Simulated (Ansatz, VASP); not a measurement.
## Two plane-wave programs on HfO2

```
Hf O
1.0
     0.00000   -2.52207   -2.52207
     0.00000    2.52207   -2.52207
     5.04413    0.00000    0.00000
Hf O
2 4
Cartesian
  0.0000 -0.0242 0.0000
  2.5221 0.0242 -2.5221
  3.7831 1.2610 -1.2601
  1.2610 -1.2610 -1.2620
  1.2610 1.2610 -1.2601
  3.7831 -1.2610 -1.2620
```

Change from the starting cell: mode 1 frozen in at +0.000 Å and mode 5 at -0.024 Å (largest displacements).

Alike in both runs: task single point; functional PBEsol; k mesh 6 × 6 × 6; occupations gaussian, width 0.05 eV; no spin polarisation.

|  | VASP | Ansatz |
| --- | --- | --- |
| version | VASP 6.6.1 | Ansatz 0.2.0 |
| potentials or method | VASP PAW PBE potentials, release 64 (Hf_pv, O), cutoff 520 eV | scalar-relativistic, plane waves, PAW |
| valence electrons in the cell | 44 | 76 |

Ansatz gave:

| Item | Value |
| --- | --- |
| gap on the k mesh at the Fermi level (eV) | 3.69 |
| least direct gap on the mesh (eV) | 3.69 |
| pressure (GPa) | 0.1 |
| rms of the force components (eV/Å) | 0.050 |

Question: Which values does VASP return?

Answer: gap on the k mesh at the Fermi level (eV): 3.71; least direct gap on the mesh (eV): 3.71; pressure (GPa): -3.7; rms of the force components (eV/Å): 0.049.

VASP's potentials were made for PBE, not for PBEsol, and Ansatz warns of the same on its side. Atom by atom the forces differ by 0.005 eV/Å (rms over components). The functional is the same, so the differences come from potentials, cutoffs and numerics. VASP's potentials hold 44 valence electrons a cell and Ansatz's 76, so a difference there can come from the potentials and not from the codes.

Spin-orbit coupling is off throughout.
